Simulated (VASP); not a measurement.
Write the native input for VASP 6.6.1 that does the following.

```yaml
Task: single point
Functional: PBEsol
Potentials_or_basis: VASP PAW PBE potentials, release 64 (C)
Cutoff: 520 eV
k_mesh: 17 × 17 × 17
Occupations: fermi-dirac, width 0.03 eV
Spin: no spin polarisation
Dipole_correction: no
Further_INCAR_settings: ALGO = Normal; EDIFF = 1e-07; NBANDS = 11
```

The structure of C lies in POSCAR:

```
C
1.0
    1.2280263465      0.7090013417      3.3804809478
   -1.2280263465      0.7090013417      3.3804809478
    0.0000000000     -1.4180026834      3.3804809478
C
2
Direct
    0.1640000000      0.1640000000      0.1640000000
    0.8360000000      0.8360000000      0.8360000000
```

This cell differs from its parent crystal: zz strain of +1 %.

These files were run (other wordings do the same):

INCAR

```
PREC = Accurate
ENCUT = 520
EDIFF = 1E-7
ISMEAR = -1
SIGMA = 0.03
LREAL = F
LASPH = T
NELM = 100
ALGO = Normal
ISIF = 2
LWAVE = F
LCHARG = T
GGA = PS
LELF = T
LVHAR = T
NBANDS = 11
```

KPOINTS

```
regular mesh
0
Gamma
  17 17 17
```

Potentials or basis: VASP PAW PBE potentials, release 64 (C).

The run is started by

```bash
$ cat potpaw_PBE.64/C/POTCAR > POTCAR
$ mpirun -np 1 vasp_std > vasp.out
```

It gave:

```json
{
  "Pressure": "1.8 GPa",
  "Largest force": "0.882 eV/Å"
}
```

Caveat: the cell differs from its parent crystal (zz strain of +1 %); this functional lacks dispersion, which binds layers or chains, so the pressure and a relaxed spacing across them are unreliable; the PAW data sets were made with another functional, which shifts forces and pressure a little.

It took 2.1 min on 1 thread of AMD EPYC 7R13 Processor (Zen 3) (shared host), peak memory 0.17 GiB.
